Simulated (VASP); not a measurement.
# I (Im-3m) in VASP: notebook

Runs on I. Level: LDA. Tasks: single point.

All numbers are computed with VASP 6.6.1; they aren't measurements. Logs are shortened: lines on timing, memory, paths and dates and some standing lists are left out, and cuts for length are marked.

**1. The cell of the first run**

Symmetry: Im-3m, No. 229, cubic system. The conventional cell has a = 4.179 Å, b = 4.179 Å, c = 4.179 Å, α = 90.00°, β = 90.00°, γ = 90.00°. I (site symmetry m-3m) has 14 I at 3.62 to 4.18 Å within 4.8 Å.

**2. Single point, LDA**

The input, INCAR:

```
SYSTEM = I
ALGO = Normal ; EDIFF = 1E-6
ENCUT = 500 ; GGA = CA
GGA_COMPAT = .FALSE. ; ISIF = 2
ISMEAR = -1 ; LASPH = .TRUE.
LCHARG = .FALSE. ; LREAL = .FALSE.
LWAVE = .FALSE. ; NBANDS = 10
NELM = 120 ; PREC = Accurate
SIGMA = 0.05
```

The input, KPOINTS:

```
k-points
0
G
  7 7 7
  0 0 0
```

The input, POSCAR:

```
I
1.0
   -2.0893750000      2.0893750000      2.0893750000
    2.0893750000     -2.0893750000      2.0893750000
    2.0893750000      2.0893750000     -2.0893750000
I
1
Direct
    0.0000000000      0.0000000000      0.0000000000
```

Potentials or basis: VASP PAW LDA potentials, release 64 (I).

Run with:

```sh
cat potpaw_LDA.64/I/POTCAR > POTCAR
mpirun -np 1 vasp_std > vasp.out
```

OUTCAR:

```text
SYSTEM = I
   EDIFF = 1E-6
   ENCUT = 500
   GGA = CA
   ISIF = 2
   ISMEAR = -1
   LASPH = .TRUE.
   LREAL = .FALSE.
   NELM = 120
   PREC = Accurate

 ion  position               nearest neighbor table
   1  0.000  0.000  0.000-

  LATTYP: Found a body centered cubic cell.
 ALAT       =     4.1787500000

  Lattice vectors:

 A1 = (  -2.0893750000,   2.0893750000,   2.0893750000)
 A2 = (   2.0893750000,  -2.0893750000,   2.0893750000)
 A3 = (   2.0893750000,   2.0893750000,  -2.0893750000)

Analysis of symmetry for initial positions (statically):
=====================================================================
 Subroutine PRICEL returns:
 Original cell was already a primitive cell.

 Routine SETGRP: Setting up the symmetry group for a
 body centered cubic supercell.

 Subroutine GETGRP returns: Found 48 space group operations
 (whereof 48 operations were pure point group operations)
 out of a pool of 48 trial point group operations.

The static configuration has the point symmetry O_h .

Analysis of symmetry for dynamics (positions and initial velocities):
=====================================================================
 Subroutine PRICEL returns:
 Original cell was already a primitive cell.

 Routine SETGRP: Setting up the symmetry group for a
 body centered cubic supercell.

 Subroutine GETGRP returns: Found 48 space group operations
 (whereof 48 operations were pure point group operations)
 out of a pool of 48 trial point group operations.

The dynamic configuration has the point symmetry O_h .

 Subroutine INISYM returns: Found 48 space group operations
 (whereof 48 operations are pure point group operations),
 and found     1 'primitive' translations

----------------------------------------------------------------------------------------

                                     Primitive cell

  volume of cell :      36.4846

  direct lattice vectors                    reciprocal lattice vectors
    -2.089375000  2.089375000  2.089375000     0.000000000  0.239306013  0.239306013
     2.089375000 -2.089375000  2.089375000     0.239306013  0.000000000  0.239306013
     2.089375000  2.089375000 -2.089375000     0.239306013  0.239306013  0.000000000

  length of vectors
     3.618903656  3.618903656  3.618903656     0.338429809  0.338429809  0.338429809

  position of ions in fractional coordinates (direct lattice)
     0.000000000  0.000000000  0.000000000

  ion indices of the primitive-cell ions
   primitive index   ion index
                 1           1

----------------------------------------------------------------------------------------

 KPOINTS: k-points

Automatic generation of k-mesh.
 Grid dimensions read from file:
 generate k-points for:    7    7    7

 Generating k-lattice:

  Cartesian coordinates                     Fractional coordinates (reciprocal lattice)
     0.000000000  0.034186573  0.034186573     0.142857143  0.000000000  0.000000000
     0.034186573  0.000000000  0.034186573     0.000000000  0.142857143  0.000000000
     0.034186573  0.034186573  0.000000000     0.000000000  0.000000000  0.142857143

  Length of vectors
     0.048347116  0.048347116  0.048347116

  Shift w.r.t. Gamma in fractional coordinates (k-lattice)
     0.000000000  0.000000000  0.000000000

 Subroutine IBZKPT returns following result:
 ===========================================

 Found     20 irreducible k-points:

 Following reciprocal coordinates:
            Coordinates               Weight
  0.000000  0.000000  0.000000      1.000000
  0.142857  0.000000  0.000000     12.000000
  0.285714  0.000000  0.000000     12.000000
  0.428571  0.000000  0.000000     12.000000
  0.142857  0.142857  0.000000     24.000000
  0.285714  0.142857  0.000000     48.000000
[... 12 lines left out ...]
 -0.428571 -0.428571  0.285714      8.000000
 -0.428571  0.428571  0.428571      6.000000
   k-points           NKPTS =     20   k-points in BZ     NKDIM =     20   number of bands    NBANDS=     10
   number of dos      NEDOS =    301   number of ions     NIONS =      1
   total plane-waves  NPLWV =  21952
   dimension x,y,z NGX =    28 NGY =   28 NGZ =   28
   dimension x,y,z NGXF=    56 NGYF=   56 NGZF=   56
   ions per type =               1
   NGX,Y,Z   is equivalent  to a cutoff of  12.86, 12.86, 12.86 a.u.
   NGXF,Y,Z  is equivalent  to a cutoff of  25.73, 25.73, 25.73 a.u.
 SYSTEM =  I
   PREC   = accura    normal or accurate (medium, high low for compatibility)
   ISTART =      0    job   : 0-new  1-cont  2-samecut
   ICHARG =      2    charge: 1-file 2-atom 10-const
   ISPIN  =      1    spin polarized calculation?
   LNONCOLLINEAR =      F non collinear calculations
   LSORBIT =      F    spin-orbit coupling
   LASPH  =      T    aspherical Exc in radial PAW
   ENCUT  =  500.0 eV  36.75 Ry    6.06 a.u.   6.60  6.60  6.60*2*pi/ulx,y,z
   NELM   =    120;   NELMIN=  2; NELMDL= -5     # of ELM steps
   EDIFF  = 0.1E-05   stopping-criterion for ELM
   LREAL  =      F    real-space projection
   EDIFFG = 0.1E-04   stopping-criterion for IOM
   NSW    =      0    number of steps for IOM
   IBRION =     -1    ionic relax: 0-MD 1-quasi-New 2-CG
   NFREE  =      0    steps in history (QN), initial steepest desc. (CG)
   ISIF   =      2    stress and relaxation
   ISYM   =      2    0-nonsym 1-usesym 2-fastsym
   POTIM  = 0.5000    time-step for ionic-motion
   TEBEG  =    0.0;   TEEND  =   0.0 temperature during run
   PSTRESS=    0.0 pullay stress
   NELECT =       7.0000    total number of electrons
   NUPDOWN=      -1.0000    fix difference up-down
   EMIN   =  10.00;   EMAX   =-10.00  energy-range for DOS
   EFERMI =   0.00;   METHOD = LEGACY
   ISMEAR =    -1;   SIGMA  =   0.05  broadening in eV -4-tet -1-fermi 0-gaus
   EFERMI_NEDOS =   21; number of points for ismear=-14 and -15
   IALGO  =     38    algorithm
   IMIX   =      4    mixing-type and parameters
     AMIX     =   0.40;   BMIX     =  1.00
     AMIX_MAG =   1.60;   BMIX_MAG =  1.00
  volume/ion in A,a.u.               =      36.48       246.21
  Fermi-wavevector in a.u.,A,eV,Ry     =   0.944215  1.784309 12.130177  0.891543
  Thomas-Fermi vector in A             =   2.071999
   LORBIT       =      0    0 simple, 1 ext, 2 COOP (PROOUT), +10 PAW based schemes
   GGA     = CA    functional components
   LHFCALC =     F    Hartree Fock is set to
   AEXX    =    0.0000 exact exchange contribution
   IVDW    =     0    specifies the selected vdW correction
   LEPSILON=     F    determine dielectric tensor
   LRPA    =     F    only Hartree local field effects (RPA)
 non-spin polarized calculation
  energy-cutoff  :      500.00
  volume of cell :       36.48
 maximum number of plane-waves:       959
   NGX = 13   NGY = 13   NGZ = 13

 number of electron       7.0000000 magnetization

 Free energy of the ion-electron system (eV)
  ---------------------------------------------------
  ext. energy  EPLUGINS =         0.00000000
  ---------------------------------------------------
  free energy    TOTEN  =        -1.63297703 eV

  energy without entropy =       -1.62073997  energy(sigma->0) =       -1.62685850

 E-fermi :   3.8810     XC(G=0):  -9.1982

 val. band max:        3.8767077559   @ k =   0.2857   0.2857   0.0000
 cond. band min:       3.9791787398   @ k =  -0.1429   0.1429   0.1429
 fundamental gap:      0.1024709838
 Fermi energy:         3.8810160097

 k-point     1 :       0.0000    0.0000    0.0000
  band No.  band energies     occupation
      1      -9.3776      2.00000
      2       4.7379      0.00000
      3       4.7379      0.00000
      4       4.7379      0.00000
      5      10.5531      0.00000
      6      13.7155      0.00000
      7      13.7155      0.00000
      8      13.7155      0.00000
      9      15.8801      0.00000
     10      15.8801      0.00000

 k-point     2 :       0.1429    0.0000    0.0000
  band No.  band energies     occupation
      1      -9.1694      2.00000
      2       3.4360      1.99973
      3       4.3685      0.00012
      4       4.6811      0.00000
      5      11.3955      0.00000
      6      12.8391      0.00000
      7      13.2592      0.00000
      8      14.6869      0.00000
      9      15.1288      0.00000
     10      15.2166      0.00000

 k-point     3 :       0.2857    0.0000    0.0000
  band No.  band energies     occupation
      1      -8.6310      2.00000
      2       1.2949      2.00000
      3       3.6831      1.96252
      4       4.5477      0.00000
      5      10.4964      0.00000
      6      11.7640      0.00000
      7      14.6681      0.00000
      8      15.2682      0.00000
      9      16.7227      0.00000
     10      17.1542      0.00000

 k-point     4 :       0.4286    0.0000    0.0000
  band No.  band energies     occupation
      1      -8.0927      2.00000
      2      -0.1839      2.00000
      3       3.2272      2.00000
      4       4.4361      0.00003
      5       9.6919      0.00000
      6      11.1839      0.00000
      7      16.1983      0.00000
      8      16.3429      0.00000
      9      17.8694      0.00000
     10      18.5374      0.00000
[... 170 lines left out ...]
 k-point    18 :      -0.4286    0.4286    0.2857
  band No.  band energies     occupation
      1      -7.5651      2.00000
      2       0.6855      2.00000
      3       2.0372      2.00000
      4       2.3612      2.00000
      5       9.5399      0.00000
      6      11.0705      0.00000
      7      14.8586      0.00000
      8      15.1091      0.00000
      9      19.0633      0.00000
     10      19.4398      0.00000

 k-point    19 :      -0.4286   -0.4286    0.2857
  band No.  band energies     occupation
      1      -7.3745      2.00000
      2       1.0925      2.00000
      3       1.0925      2.00000
      4       2.4242      2.00000
      5       9.6332      0.00000
      6       9.6332      0.00000
      7      14.6959      0.00000
      8      18.3394      0.00000
      9      18.3394      0.00000
     10      20.0988      0.00000

 k-point    20 :      -0.4286    0.4286    0.4286
  band No.  band energies     occupation
      1      -7.2207      2.00000
      2       1.2800      2.00000
      3       1.5456      2.00000
      4       1.5456      2.00000
      5       8.5580      0.00000
      6       9.0896      0.00000
      7      18.0548      0.00000
      8      18.0548      0.00000
      9      18.8947      0.00000
     10      19.1805      0.00000

------------------------ aborting loop because EDIFF is reached ----------------------------------------

  FORCE on cell =-STRESS in cart. coord.  units (eV):
  Direction    XX          YY          ZZ          XY          YZ          ZX
  --------------------------------------------------------------------------------------
  -------------------------------------------------------------------------------------
  Total       -0.8099042     -0.8099042     -0.8099042     -0.0000000      0.0000000     -0.0000000
  in kB      -35.5660024    -35.5660024    -35.5660024     -0.0000000      0.0000000     -0.0000000
  external PRESSURE =     -35.5660024 kB  Pullay stress =       0.0000000 kB

 VOLUME and BASIS-vectors are now :
 -----------------------------------------------------------------------------
  energy-cutoff  :      500.00
  volume of cell :       36.48
      direct lattice vectors                 reciprocal lattice vectors
    -2.089375000  2.089375000  2.089375000     0.000000000  0.239306013  0.239306013
     2.089375000 -2.089375000  2.089375000     0.239306013  0.000000000  0.239306013
     2.089375000  2.089375000 -2.089375000     0.239306013  0.239306013  0.000000000

 POSITION                                       TOTAL-FORCE (eV/Angst)
 -----------------------------------------------------------------------------------
      0.00000      0.00000      0.00000         0.000000      0.000000     -0.000000
 -----------------------------------------------------------------------------------
    total drift:                                0.000000      0.000000     -0.000000

  FREE ENERGIE OF THE ION-ELECTRON SYSTEM (eV)
  ---------------------------------------------------
  free  energy   TOTEN  =        -1.6329770299 eV

  energy  without entropy=       -1.6207399734  energy(sigma->0) =       -1.62685850
```

It took 5.1 s on 1 thread of AMD EPYC 7R43 (Zen 3), shared host; peak memory 0.1 GiB.

What came out:

```
Free energy            : -1.6330 eV
Pressure               : -3.6 GPa
Band gap on the k mesh : zero (an odd number of electrons rules out a gap without spin polarisation)
```

Caveat: the cell stands under tension; spin-orbit coupling is left out, which moves the levels of the heavy elements; an odd number of electrons without spin polarisation forces a metal; a magnetic or distorted state may lie lower.

(Continued in part 2 of 2.)
